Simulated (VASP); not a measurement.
# SrTiO3 (Pm-3m) in VASP: a series of runs, part 2 of 2

VASP 6.6.1.

**4. Single point, r2SCAN+U**

This run uses another cell than the first one, of 10.64 Å³/atom.

The input, POSCAR:

```
SrTiO3
1.0
    3.7606966101      0.0000000000      0.0000000000
    0.0000000000      3.7606966101      0.0000000000
    0.0000000000      0.0000000000      3.7606966101
Sr Ti O
1 1 3
Direct
    0.0000000000      0.0000000000      0.0000000000
    0.5000000000      0.5000000000      0.5000000000
    0.5000000000      0.0000000000      0.5000000000
    0.5000000000      0.5000000000      0.0000000000
    0.0000000000      0.5000000000      0.5000000000
```

The input, INCAR.step1:

```
SYSTEM = SrTiO3
ALGO = Normal ; EDIFF = 1E-4
ENCUT = 520 ; GGA = PE
ISMEAR = 0 ; LASPH = .TRUE.
LCHARG = .FALSE. ; LDAU = .TRUE.
LDAUJ = 0 0 0 ; LDAUL = -1 2 -1
LDAUTYPE = 2 ; LDAUU = 0 4 0
LMAXMIX = 4 ; LREAL = .FALSE.
LWAVE = .TRUE. ; NBANDS = 28
NELM = 150 ; PREC = Accurate
SIGMA = 0.02
```

The input, INCAR.step2:

```
SYSTEM = SrTiO3
ALGO = Normal ; EDIFF = 1E-6
ENCUT = 520 ; ISIF = 2
ISMEAR = 0 ; ISTART = 1
LASPH = .TRUE. ; LCHARG = .TRUE.
LDAU = .TRUE. ; LDAUJ = 0 0 0
LDAUL = -1 2 -1 ; LDAUPRINT = 1
LDAUTYPE = 2 ; LDAUU = 0 4 0
LELF = .TRUE. ; LMAXMIX = 4
LMIXTAU = .TRUE. ; LREAL = .FALSE.
LVHAR = .TRUE. ; LWAVE = .FALSE.
METAGGA = R2SCAN ; NBANDS = 28
NELM = 150 ; PREC = Accurate
SIGMA = 0.02
```

The input, KPOINTS:

```
k-points
0
G
  6 6 6
  0 0 0
```

On the command line:

```
> cat potpaw_PBE.64/Sr_sv/POTCAR potpaw_PBE.64/Ti_sv/POTCAR potpaw_PBE.64/O/POTCAR > POTCAR
> cp INCAR.step1 INCAR
> mpirun -np 1 vasp_std > vasp.out
> cp INCAR.step2 INCAR
> mpirun -np 1 vasp_std > vasp.out
```

Wall time 97 s (1 thread of AMD EPYC 7R13 (Zen 3), shared host); peak memory 0.15 GiB.

It converged, with:

| Quantity | Value |
| --- | --- |
| Free energy | -59.9398 eV |
| Pressure | 34.5 GPa |
| Band gap on the k mesh | 3.14 eV (least direct gap 3.50 eV) |

Levels at points of the mesh, in eV from the valence-band top:
```tsv
k point	band 18	band 19	band 20	band 21	band 22	band 23
(0.00, 0.00, 0.00)	-0.36	-0.36	-0.36	3.14	3.14	3.14
(0.50, 0.00, 0.00)	-2.40	-0.81	-0.81	3.41	5.43	5.43
(0.50, 0.50, 0.00)	-1.74	-1.74	-0.11	5.45	5.45	5.98
(0.50, 0.50, 0.50)	0.00	0.00	0.00	6.31	6.31	6.31
```

Eigenvalues of the final occupation matrices:
| site | spin | trace | eigenvalues |
| --- | --- | --- | --- |
| site 2 d | 1 | 0.87 | 0.10 0.10 0.10 0.28 0.28 |
| site 2 d | 2 | 0.87 | 0.10 0.10 0.10 0.28 0.28 |

Caveat: the cell stands under pressure; the PAW data sets were made with another functional, which shifts forces and pressure a little. A k mesh can miss the band edges.

**5. Single point, r2SCAN+U**

This run uses another cell than the first one, of 11.23 Å³/atom.

POSCAR: that of step 4 with these lines changed.

```diff
@@ -2,5 +2,5 @@
 1.0
-    3.7606966101      0.0000000000      0.0000000000
-    0.0000000000      3.7606966101      0.0000000000
-    0.0000000000      0.0000000000      3.7606966101
+    3.8287631258      0.0000000000      0.0000000000
+    0.0000000000      3.8287631258      0.0000000000
+    0.0000000000      0.0000000000      3.8287631258
 Sr Ti O
```

The input, INCAR.step1:

```
  PREC = Accurate
  ENCUT = 520
  ISMEAR = 0
  SIGMA = 0.02
  LREAL = F
  LASPH = T
  NELM = 150
  LMAXMIX = 4
  LDAU = T
  LDAUTYPE = 2
  LDAUL = -1 2 -1
  LDAUU = 0 4 0
  LDAUJ = 0 0 0
  NBANDS = 28
  GGA = PE
  ALGO = Normal
  EDIFF = 1E-4
  LWAVE = T
  LCHARG = F
```

The input, INCAR.step2:

```
  PREC = Accurate
  ENCUT = 520
  EDIFF = 1E-7
  ISMEAR = 0
  SIGMA = 0.02
  LREAL = F
  LASPH = T
  NELM = 150
  ALGO = Normal
  ISIF = 2
  LWAVE = F
  LCHARG = F
  LMAXMIX = 4
  LDAU = T
  LDAUTYPE = 2
  LDAUL = -1 2 -1
  LDAUU = 0 4 0
  LDAUJ = 0 0 0
  LDAUPRINT = 1
  METAGGA = R2SCAN
  LMIXTAU = T
  NBANDS = 28
  ISTART = 1
```

The input, KPOINTS:

```
Automatic mesh
0
Gamma
  6 6 6
```

On the command line:

```
> cat potpaw_PBE.64/Sr_sv/POTCAR potpaw_PBE.64/Ti_sv/POTCAR potpaw_PBE.64/O/POTCAR > POTCAR
> cp INCAR.step1 INCAR
> mpirun -np 1 vasp_std > vasp.out
> cp INCAR.step2 INCAR
> mpirun -np 1 vasp_std > vasp.out
```

Wall time 1.8 min (1 thread of AMD EPYC 7R13 (Zen 3), shared host); peak memory 0.16 GiB.

The run converged. Its results:

- Free energy: -60.4299 eV
- Pressure: 18.9 GPa
- Band gap on the k mesh: 3.01 eV (least direct gap 3.42 eV)

Levels at points of the mesh, in eV from the valence-band top:
```tsv
k point	band 16	band 17	band 18	band 19	band 20	band 21	band 22	band 23	band 24	band 25
(0.00, 0.00, 0.00)	-1.33	-1.33	-0.40	-0.40	-0.40	3.01	3.01	3.01	5.09	5.09
(0.50, 0.00, 0.00)	-2.41	-2.41	-2.22	-0.83	-0.83	3.25	5.09	5.09	5.13	7.57
(0.50, 0.50, 0.00)	-2.99	-1.90	-1.69	-1.69	-0.10	5.11	5.11	5.63	6.21	8.84
(0.50, 0.50, 0.50)	-3.86	-3.86	0.00	0.00	0.00	5.90	5.90	5.90	7.83	7.83
```

Eigenvalues of the final occupation matrices:
```
    site  spin  trace               eigenvalues
site 2 d     1   0.83  0.10 0.10 0.10 0.27 0.27
site 2 d     2   0.83  0.10 0.10 0.10 0.27 0.27
```

Caveat: the cell stands under pressure; the PAW data sets were made with another functional, which shifts forces and pressure a little. A k mesh can miss the band edges.

**6. Single point, r2SCAN+U**

This run uses another cell than the first one, of 11.23 Å³/atom.

POSCAR is that of step 5.

The input, INCAR.step1:

```
SYSTEM = SrTiO3
PREC = Accurate
ENCUT = 520
ISMEAR = 0
SIGMA = 0.02
LREAL = .FALSE.
LASPH = .TRUE.
NELM = 150
LMAXMIX = 4
LDAU = .TRUE.
LDAUTYPE = 2
LDAUL = -1 2 -1
LDAUU = 0 4 0
LDAUJ = 0 0 0
NBANDS = 28
GGA = PE
ALGO = Normal
EDIFF = 1E-4
LWAVE = .TRUE.
LCHARG = .FALSE.
```

The input, INCAR.step2:

```
SYSTEM = SrTiO3
PREC = Accurate
ENCUT = 520
EDIFF = 1E-6
ISMEAR = 0
SIGMA = 0.02
LREAL = .FALSE.
LASPH = .TRUE.
NELM = 150
ALGO = Normal
ISIF = 2
LWAVE = .FALSE.
LCHARG = .FALSE.
LMAXMIX = 4
LDAU = .TRUE.
LDAUTYPE = 2
LDAUL = -1 2 -1
LDAUU = 0 4 0
LDAUJ = 0 0 0
LDAUPRINT = 1
METAGGA = R2SCAN
LMIXTAU = .TRUE.
NBANDS = 28
ISTART = 1
```

The input, KPOINTS:

```
Automatic mesh
0
G
  6 6 6
  0 0 0
```

Potentials or basis: VASP PAW PBE potentials, release 64 (Sr_sv, Ti_sv, O).

On the command line:

```
> cat potpaw_PBE.64/Sr_sv/POTCAR potpaw_PBE.64/Ti_sv/POTCAR potpaw_PBE.64/O/POTCAR > POTCAR
> cp INCAR.step1 INCAR
> mpirun -np 1 vasp_std > vasp.out
> cp INCAR.step2 INCAR
> mpirun -np 1 vasp_std > vasp.out
```

OUTCAR:

```text
SYSTEM = SrTiO3
   PREC = Accurate
   ENCUT = 520
   EDIFF = 1E-6
   ISMEAR = 0
   LREAL = .FALSE.
   LASPH = .TRUE.
   NELM = 150
   ISIF = 2
   METAGGA = R2SCAN
   ISTART = 1

 ion  position               nearest neighbor table
   1  0.000  0.000  0.000-   3 2.71   4 2.71   5 2.71   3 2.71   5 2.71   4 2.71   5 2.71   5 2.71
                             3 2.71   4 2.71   3 2.71   4 2.71   2 3.32   2 3.32   2 3.32   2 3.32
   2  0.500  0.500  0.500-   3 1.91   4 1.91   5 1.91   4 1.91   3 1.91   5 1.91   1 3.32   1 3.32
[... 858 lines left out ...]
  -------------------------------------------------------------------------------------
  Total        6.6242037      6.6242037      6.6242037      0.0000000      0.0000000      0.0000000
  in kB      189.0900894    189.0900894    189.0900894      0.0000000      0.0000000      0.0000000
  external PRESSURE =     189.0900894 kB  Pullay stress =       0.0000000 kB

 VOLUME and BASIS-vectors are now :
 -----------------------------------------------------------------------------
  energy-cutoff  :      520.00
  volume of cell :       56.13
      direct lattice vectors                 reciprocal lattice vectors
     3.828763126  0.000000000  0.000000000     0.261180952  0.000000000  0.000000000
     0.000000000  3.828763126  0.000000000     0.000000000  0.261180952  0.000000000
     0.000000000  0.000000000  3.828763126     0.000000000  0.000000000  0.261180952

 POSITION                                       TOTAL-FORCE (eV/Angst)
 -----------------------------------------------------------------------------------
      0.00000      0.00000      0.00000         0.000000      0.000000      0.000000
      1.91438      1.91438      1.91438         0.000000      0.000000      0.000000
      1.91438      0.00000      1.91438         0.000000      0.000000      0.000000
      1.91438      1.91438      0.00000         0.000000      0.000000      0.000000
      0.00000      1.91438      1.91438         0.000000      0.000000      0.000000
 -----------------------------------------------------------------------------------
    total drift:                                0.000000      0.000000      0.000000

  FREE ENERGIE OF THE ION-ELECTRON SYSTEM (eV)
  ---------------------------------------------------
  free  energy   TOTEN  =       -60.4298929521 eV

  energy  without entropy=      -60.4298929521  energy(sigma->0) =      -60.42989295
```

Wall time 88 s (1 thread of AMD EPYC 7R13 (Zen 3), shared host); peak memory 0.16 GiB.

What came out:

- Free energy: -60.4299 eV
- Pressure: 18.9 GPa
- Band gap on the k mesh: 3.01 eV (least direct gap 3.42 eV)

Levels at points of the mesh, in eV from the valence-band top:
```
           k point  band 17  band 18  band 19  band 20  band 21  band 22  band 23  band 24
(0.00, 0.00, 0.00)    -1.33    -0.40    -0.40    -0.40     3.01     3.01     3.01     5.09
(0.50, 0.00, 0.00)    -2.41    -2.22    -0.83    -0.83     3.25     5.09     5.09     5.13
(0.50, 0.50, 0.00)    -1.90    -1.69    -1.69    -0.10     5.11     5.11     5.63     6.22
(0.50, 0.50, 0.50)    -3.86     0.00     0.00     0.00     5.90     5.90     5.90     7.83
```

Eigenvalues of the final occupation matrices:
| site | spin | trace | eigenvalues |
| --- | --- | --- | --- |
| site 2 d | 1 | 0.83 | 0.10 0.10 0.10 0.27 0.27 |
| site 2 d | 2 | 0.83 | 0.10 0.10 0.10 0.27 0.27 |

Caveat: the cell stands under pressure; the PAW data sets were made with another functional, which shifts forces and pressure a little. A k mesh can miss the band edges.

**7. Overview**

| cell | gap on the mesh (eV) | pressure (GPa) |
| --- | --- | --- |
| a = 3.658 Å, 5 atoms | 3.31 | 65.8 |
| a = 3.761 Å, 5 atoms | 3.14 | 34.5 |
| a = 3.829 Å, 5 atoms | 3.01 | 18.9 |

Alike in all rows: task single point; level r2SCAN+U; potentials or basis VASP PAW PBE potentials, release 64 (Sr_sv, Ti_sv, O); no spin polarisation; Ti d U = 4.0 eV; k mesh 6 × 6 × 6; cutoff (eV) 520; smearing gaussian 0.02 eV.

Caveats: the cell stands under pressure; the PAW data sets were made with another functional, which shifts forces and pressure a little.

Absolute energies hang on the potentials; compare differences alone.
